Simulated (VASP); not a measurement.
# Mo6CO in VASP: notebook

Mo6CO is run at these levels: PBE; tasks: single point.

All numbers are computed with VASP 6.6.1; they aren't measurements. Logs are shortened: lines on timing, memory, paths and dates and some standing lists are left out, and cuts for length are marked.

## Step 1: The cell of the first run

The cell holds a slab with vacuum, 8 atoms: a = 4.470 Å, b = 4.470 Å, c = 22.260 Å, α = 90.00°, β = 90.00°, γ = 120.00°.

## Step 2: Single point, PBE

The input, INCAR:

```
PREC     = Accurate       # precision mode
ENCUT    = 1000           # plane-wave cutoff, eV
EDIFF    = 1E-6           # SCF threshold, eV
ISMEAR   = 0              # smearing method
SIGMA    = 0.1            # smearing width, eV
LREAL    = F              # projectors in reciprocal space
LASPH    = T              # aspherical terms in the spheres
NELM     = 120            # most SCF steps
ALGO     = Normal         # electronic algorithm
ISIF     = 2              # what is computed and relaxed
LWAVE    = F              # write WAVECAR
LCHARG   = F              # write CHGCAR
LDIPOL   = T            
IDIPOL   = 3            
DIPOL    = 0.5 0.5 0.333
GGA      = PE             # functional
NBANDS   = 57             # bands
GGA_COMPAT= F            
NELMDL   = -8
```

The input, KPOINTS:

```
Automatic mesh
0
Gamma
  6 6 1
```

The input, POSCAR:

```
Mo6CO
1.0
    4.4695765303      0.0000000000      0.0000000000
   -2.2347882651      3.8707668194      0.0000000000
    0.0000000000      0.0000000000     22.2595667262
Mo C O
6 1 1
Direct
    0.6666666667      0.3333333333      0.1796980170
    0.3333333333      0.6666666667      0.2206848206
    0.0000000000      0.0000000000      0.2616716241
    0.6666666667      0.3333333333      0.2990464568
    0.3333333333      0.6666666667      0.3355219825
    0.0000000000      0.0000000000      0.3710569405
    0.1666666667      0.3333333333      0.4910053668
    0.3114020655      0.6228041309      0.5044930549
```

Potentials or basis: VASP PAW PBE potentials, release 64 (Mo_sv, C_h, O_h).

The run is started by

```sh
$ cat potpaw_PBE.64/Mo_sv/POTCAR potpaw_PBE.64/C_h/POTCAR potpaw_PBE.64/O_h/POTCAR > POTCAR
$ mpirun -np 1 vasp_std > vasp.out
```

OUTCAR:

```text
PREC = Accurate
   ENCUT = 1000
   EDIFF = 1E-6
   ISMEAR = 0
   LREAL = F
   LASPH = T
   NELM = 120
   ISIF = 2
   GGA = PE
   NELMDL = -8

 ion  position               nearest neighbor table
   1  0.667  0.333  0.180-   4 2.66   2 2.74   2 2.74   2 2.74   3 3.16   3 3.16   3 3.16
   2  0.333  0.667  0.221-   5 2.56   3 2.74   3 2.74   3 2.74   1 2.74   1 2.74   1 2.74   4 3.11
                             4 3.11   4 3.11
   3  0.000  0.000  0.262-   6 2.43   4 2.71   4 2.71   4 2.71   2 2.74   2 2.74   2 2.74   5 3.06
                             5 3.06   5 3.06   1 3.16   1 3.16   1 3.16
   4  0.667  0.333  0.299-   1 2.66   5 2.71   5 2.71   5 2.71   3 2.71   3 2.71   3 2.71   6 3.04
                             6 3.04   6 3.04   2 3.11   2 3.11   2 3.11
   5  0.333  0.667  0.336-   2 2.56   6 2.70   6 2.70   6 2.70   4 2.71   4 2.71   4 2.71   3 3.06
                             3 3.06   3 3.06
   6  0.000  0.000  0.371-   3 2.43   5 2.70   5 2.70   5 2.70   4 3.04   4 3.04   4 3.04
   7  0.167  0.333  0.491-   8 1.16
   8  0.311  0.623  0.504-   7 1.16

  LATTYP: Found a hexagonal cell.
 ALAT       =     4.4695765303
 C/A-ratio  =     4.9802406504

  Lattice vectors:

 A1 = (   4.4695765303,   0.0000000000,   0.0000000000)
 A2 = (  -2.2347882651,   3.8707668194,   0.0000000000)
 A3 = (   0.0000000000,   0.0000000000,  22.2595667262)

Analysis of symmetry for initial positions (statically):
=====================================================================
 Subroutine PRICEL returns:
 Original cell was already a primitive cell.

 Routine SETGRP: Setting up the symmetry group for a
 hexagonal supercell.

 Subroutine GETGRP returns: Found  2 space group operations
 (whereof  2 operations were pure point group operations)
 out of a pool of 24 trial point group operations.

The static configuration has the point symmetry C_1h.

Analysis of symmetry for dynamics (positions and initial velocities):
=====================================================================
 Subroutine PRICEL returns:
 Original cell was already a primitive cell.

 Routine SETGRP: Setting up the symmetry group for a
 hexagonal supercell.

 Subroutine GETGRP returns: Found  2 space group operations
 (whereof  2 operations were pure point group operations)
 out of a pool of 24 trial point group operations.

The dynamic configuration has the point symmetry C_1h.

 Subroutine INISYM returns: Found  2 space group operations
 (whereof  2 operations are pure point group operations),
 and found     1 'primitive' translations

----------------------------------------------------------------------------------------

                                     Primitive cell

  volume of cell :     385.1058

  direct lattice vectors                    reciprocal lattice vectors
     4.469576530  0.000000000  0.000000000     0.223734842  0.129173371  0.000000000
    -2.234788265  3.870766819  0.000000000     0.000000000  0.258346743  0.000000000
     0.000000000  0.000000000 22.259566726     0.000000000  0.000000000  0.044924504

  length of vectors
     4.469576530  4.469576530 22.259566726     0.258346743  0.258346743  0.044924504

  position of ions in fractional coordinates (direct lattice)
     0.666666667  0.333333333  0.179698017
     0.333333333  0.666666667  0.220684821
     0.000000000  0.000000000  0.261671624
     0.666666667  0.333333333  0.299046457
     0.333333333  0.666666667  0.335521982
     0.000000000  0.000000000  0.371056940
     0.166666667  0.333333333  0.491005367
     0.311402065  0.622804131  0.504493055

  ion indices of the primitive-cell ions
   primitive index   ion index
                 1           1
                 2           2
                 3           3
                 4           4
                 5           5
                 6           6
                 7           7
                 8           8

----------------------------------------------------------------------------------------

 KPOINTS: Automatic mesh

Automatic generation of k-mesh.
 Grid dimensions read from file:
 generate k-points for:    6    6    1

 Generating k-lattice:

  Cartesian coordinates                     Fractional coordinates (reciprocal lattice)
     0.037289140  0.021528895  0.000000000     0.166666667  0.000000000  0.000000000
     0.000000000  0.043057790  0.000000000     0.000000000  0.166666667  0.000000000
     0.000000000  0.000000000  0.044924504     0.000000000  0.000000000  1.000000000

  Length of vectors
     0.043057790  0.043057790  0.044924504

  Shift w.r.t. Gamma in fractional coordinates (k-lattice)
     0.000000000  0.000000000  0.000000000

 Subroutine IBZKPT returns following result:
 ===========================================

 Found     13 irreducible k-points:

 Following reciprocal coordinates:
            Coordinates               Weight
  0.000000  0.000000  0.000000      1.000000
  0.166667  0.000000  0.000000      4.000000
  0.000000  0.166667  0.000000      2.000000
  0.333333  0.000000  0.000000      4.000000
  0.000000  0.333333  0.000000      2.000000
  0.500000  0.000000  0.000000      2.000000
  0.000000  0.500000  0.000000      1.000000
  0.166667  0.166667  0.000000      4.000000
 -0.333333  0.166667  0.000000      2.000000
  0.333333  0.166667  0.000000      4.000000
 -0.166667  0.500000  0.000000      4.000000
  0.500000  0.333333  0.000000      4.000000
  0.333333  0.333333  0.000000      2.000000
   k-points           NKPTS =     13   k-points in BZ     NKDIM =     13   number of bands    NBANDS=     57
   number of dos      NEDOS =    301   number of ions     NIONS =      8
   total plane-waves  NPLWV = 552960
   dimension x,y,z NGX =    48 NGY =   48 NGZ =  240
   dimension x,y,z NGXF=    96 NGYF=   96 NGZF=  480
   ions per type =               6   1   1
   NGX,Y,Z   is equivalent  to a cutoff of  17.85, 17.85, 17.92 a.u.
   NGXF,Y,Z  is equivalent  to a cutoff of  35.71, 35.71, 35.85 a.u.
 SYSTEM =  unknown system
   PREC   = accura    normal or accurate (medium, high low for compatibility)
   ISTART =      0    job   : 0-new  1-cont  2-samecut
   ICHARG =      2    charge: 1-file 2-atom 10-const
   ISPIN  =      1    spin polarized calculation?
   LNONCOLLINEAR =      F non collinear calculations
   LSORBIT =      F    spin-orbit coupling
   LASPH  =      T    aspherical Exc in radial PAW
   ENCUT  = 1000.0 eV  73.50 Ry    8.57 a.u.  11.52 11.52 57.39*2*pi/ulx,y,z
   NELM   =    120;   NELMIN=  2; NELMDL= -8     # of ELM steps
   EDIFF  = 0.1E-05   stopping-criterion for ELM
   LREAL  =      F    real-space projection
   EDIFFG = 0.1E-04   stopping-criterion for IOM
   NSW    =      0    number of steps for IOM
   IBRION =     -1    ionic relax: 0-MD 1-quasi-New 2-CG
   NFREE  =      0    steps in history (QN), initial steepest desc. (CG)
   ISIF   =      2    stress and relaxation
   ISYM   =      2    0-nonsym 1-usesym 2-fastsym
   POTIM  = 0.5000    time-step for ionic-motion
   TEBEG  =    0.0;   TEEND  =   0.0 temperature during run
   PSTRESS=    0.0 pullay stress
   NELECT =      94.0000    total number of electrons
   NUPDOWN=      -1.0000    fix difference up-down
   EMIN   =  10.00;   EMAX   =-10.00  energy-range for DOS
   EFERMI =   0.00;   METHOD = LEGACY
   ISMEAR =     0;   SIGMA  =   0.10  broadening in eV -4-tet -1-fermi 0-gaus
   EFERMI_NEDOS =   21; number of points for ismear=-14 and -15
   IALGO  =     38    algorithm
   IMIX   =      4    mixing-type and parameters
     AMIX     =   0.40;   BMIX     =  1.00
     AMIX_MAG =   1.60;   BMIX_MAG =  1.00
  volume/ion in A,a.u.               =      48.14       324.85
  Fermi-wavevector in a.u.,A,eV,Ry     =   1.023114  1.933405 14.242069  1.046763
  Thomas-Fermi vector in A             =   2.156830
   LORBIT       =      0    0 simple, 1 ext, 2 COOP (PROOUT), +10 PAW based schemes
   GGA     = PE    functional components
   LHFCALC =     F    Hartree Fock is set to
   AEXX    =    0.0000 exact exchange contribution
   IVDW    =     0    specifies the selected vdW correction
   LEPSILON=     F    determine dielectric tensor
   LRPA    =     F    only Hartree local field effects (RPA)
 non-spin polarized calculation
 Gauss-broadening in eV      SIGMA  =   0.10
  energy-cutoff  :     1000.00
  volume of cell :      385.11
 maximum number of plane-waves:     27697
 NGX is ok and might be reduce to    48
   NGX = 23   NGY = 23   NGZ =115

 dipolmoment           0.000000      0.000000     -0.013071 electrons x Angstroem

 number of electron      93.9999999 magnetization

 dipolmoment           0.000000      0.000000      0.034007 electrons x Angstroem

 Free energy of the ion-electron system (eV)
  ---------------------------------------------------
  ext. energy  EPLUGINS =         0.00000000
  ---------------------------------------------------
  free energy    TOTEN  =       -73.82401492 eV

  energy without entropy =      -73.77418218  energy(sigma->0) =      -73.79909855

 E-fermi :   0.7240     XC(G=0):  -4.9336

 val. band max:        0.7199732594   @ k =   0.3333   0.0000   0.0000
 cond. band min:       0.7269208105   @ k =   0.5000   0.0000   0.0000
 fundamental gap:      0.0069475511
 Fermi energy:         0.7239975872

 k-point     1 :       0.0000    0.0000    0.0000
  band No.  band energies     occupation
      1     -60.4294      2.00000
      2     -60.1988      2.00000
      3     -60.1413      2.00000
      4     -60.1256      2.00000
      5     -59.9787      2.00000
      6     -59.9123      2.00000
[... 49 lines left out ...]
     56       2.6297      0.00000
     57       2.7712      0.00000

 k-point     2 :       0.1667    0.0000    0.0000
  band No.  band energies     occupation
      1     -60.4082      2.00000
      2     -60.1996      2.00000
      3     -60.1489      2.00000
      4     -60.1233      2.00000
      5     -59.9843      2.00000
      6     -59.9229      2.00000
[... 654 lines left out ...]
      1     -60.2769      2.00000
      2     -60.2454      2.00000
      3     -60.2043      2.00000
      4     -60.0873      2.00000
      5     -60.0123      2.00000
      6     -59.9648      2.00000
[... 49 lines left out ...]
     56       2.3254      0.00000
     57       2.3742      0.00000

------------------------ aborting loop because EDIFF is reached ----------------------------------------

 vacuum level on the upper side and lower side of the slab       (xc-potential included)         0.015        -0.332

  FORCE on cell =-STRESS in cart. coord.  units (eV):
  Direction    XX          YY          ZZ          XY          YZ          ZX
  --------------------------------------------------------------------------------------
  -------------------------------------------------------------------------------------
  Total       -5.1915993     -7.4799391     -2.1664488     -0.0000000     -0.8518880     -0.0000000
  in kB      -21.5989011    -31.1192091     -9.0131983     -0.0000000     -3.5441572     -0.0000000
  external PRESSURE =     -20.5771028 kB  Pullay stress =       0.0000000 kB

 VOLUME and BASIS-vectors are now :
 -----------------------------------------------------------------------------
  energy-cutoff  :     1000.00
  volume of cell :      385.11
      direct lattice vectors                 reciprocal lattice vectors
     4.469576530  0.000000000  0.000000000     0.223734842  0.129173371  0.000000000
    -2.234788265  3.870766819  0.000000000     0.000000000  0.258346743  0.000000000
     0.000000000  0.000000000 22.259566726     0.000000000  0.000000000  0.044924504

 POSITION                                       TOTAL-FORCE (eV/Angst)
 -----------------------------------------------------------------------------------
      2.23479      1.29026      4.00000        -0.000000     -0.006534      1.424610
     -0.00000      2.58051      4.91235        -0.000000     -0.006754     -0.095322
      0.00000      0.00000      5.82470         0.000000      0.005383     -1.652285
      2.23479      1.29026      6.65664         0.000000      0.009991     -0.246785
     -0.00000      2.58051      7.46857        -0.000000     -0.020200      0.097226
      0.00000      0.00000      8.25957         0.000000      0.137956      0.739646
      0.00000      1.29026     10.92957         0.000000      1.768428     -0.156745
      0.00000      2.41073     11.22980        -0.000000     -1.888269     -0.110345
 -----------------------------------------------------------------------------------
    total drift:                               -0.000001      0.000413     -0.000082

  FREE ENERGIE OF THE ION-ELECTRON SYSTEM (eV)
  ---------------------------------------------------
  free  energy   TOTEN  =       -73.8240149245 eV

  energy  without entropy=      -73.7741821793  energy(sigma->0) =      -73.79909855

 vacuum level on the upper side and lower side of the slab         4.481         4.130
```

Run time: 37 min. Hardware: 1 thread of Intel Xeon 6975P-C (Granite Rapids), shared host; peak memory 1.4 GiB.

What came out:

| Property | Result |
| --- | --- |
| Free energy | -73.8240 eV |
| Largest force | 1.891 eV/Å |
| Band gap on the k mesh | zero (bands 47 and 48 overlap by 0.03 eV) |

Forces in eV/Å, atoms in the order of the input:
```
Mo   0.000 -0.007  1.425
Mo   0.000 -0.007 -0.095
Mo   0.000  0.005 -1.652
Mo   0.000  0.010 -0.247
Mo   0.000 -0.020  0.097
Mo   0.000  0.138  0.740
C    0.000  1.768 -0.157
O    0.000 -1.888 -0.110
```

Levels at points of the mesh, in eV from the Fermi level:
```tsv
k point	band 44	band 45	band 46	band 47	band 48	band 49	band 50	band 51
(0.00, 0.00, 0.00)	-1.24	-1.22	-1.22	-0.89	0.07	0.85	1.00	1.18
(0.50, 0.00, 0.00)	-1.26	-0.68	-0.32	0.00	0.04	0.17	0.61	1.15
(0.00, 0.50, 0.00)	-1.23	-0.64	-0.38	0.03	0.05	0.13	0.66	1.23
```

## Step 3: Single point, PBE

The input, INCAR:

```
PREC = Accurate
ENCUT = 1000
EDIFF = 1E-6
ISMEAR = 0
SIGMA = 0.1
LREAL = F
LASPH = T
NELM = 120
ALGO = Normal
ISIF = 2
LWAVE = F
LCHARG = T
LDIPOL = T
IDIPOL = 3
DIPOL = 0.5 0.5 0.329
GGA = PE
LELF = T
LVHAR = T
LVACPOTAV = T
NBANDS = 57
GGA_COMPAT = F
NELMDL = -8
```

KPOINTS is that of step 2.

Edit POSCAR of step 2 so:

```diff
@@ -14,3 +14,3 @@
     0.0000000000      0.0000000000      0.3710569405
-    0.1666666667      0.3333333333      0.4910053668
-    0.3114020655      0.6228041309      0.5044930549
+    0.1666666667      0.3333333333      0.4636014193
+    0.2726203322      0.5452406645      0.5004504683
```

Potentials or basis: VASP PAW PBE potentials, release 64 (Mo_sv, C_h, O_h).

The run is started by

```sh
$ cat potpaw_PBE.64/Mo_sv/POTCAR potpaw_PBE.64/C_h/POTCAR potpaw_PBE.64/O_h/POTCAR > POTCAR
$ mpirun -np 1 vasp_std > vasp.out
```

Wall time 37 min (1 thread of Intel Xeon Platinum 8488C (Sapphire Rapids), shared host); peak memory 1.4 GiB.

It converged, with:

```
Free energy            : -74.5000 eV
Largest force          : 2.118 eV/Å
Band gap on the k mesh : 0.02 eV (least direct gap 0.04 eV)
```

Forces on the atoms (eV/Å):
```
Mo   0.000 -0.030  1.471
Mo   0.000 -0.015 -0.140
Mo   0.000  0.102 -2.116
Mo   0.000  0.120 -0.565
Mo   0.000  0.078  0.362
Mo   0.000  0.172  2.089
C    0.000  0.562 -0.746
O    0.000 -0.989 -0.356
```

Levels at points of the mesh, in eV from the valence-band top:
| k point | band 43 | band 44 | band 45 | band 46 | band 47 | band 48 | band 49 | band 50 | band 51 | band 52 |
| --- | --- | --- | --- | --- | --- | --- | --- | --- | --- | --- |
| (0.00, 0.00, 0.00) | -1.29 | -1.28 | -1.23 | -1.22 | -0.76 | 0.23 | 0.73 | 0.85 | 1.17 | 1.18 |
| (0.50, 0.00, 0.00) | -1.45 | -1.30 | -0.74 | -0.26 | 0.00 | 0.04 | 0.16 | 0.60 | 1.20 | 1.33 |
| (0.00, 0.50, 0.00) | -1.44 | -1.17 | -0.63 | -0.39 | 0.00 | 0.04 | 0.39 | 0.50 | 1.20 | 1.43 |

Caveat: the smearing spreads over this small gap.
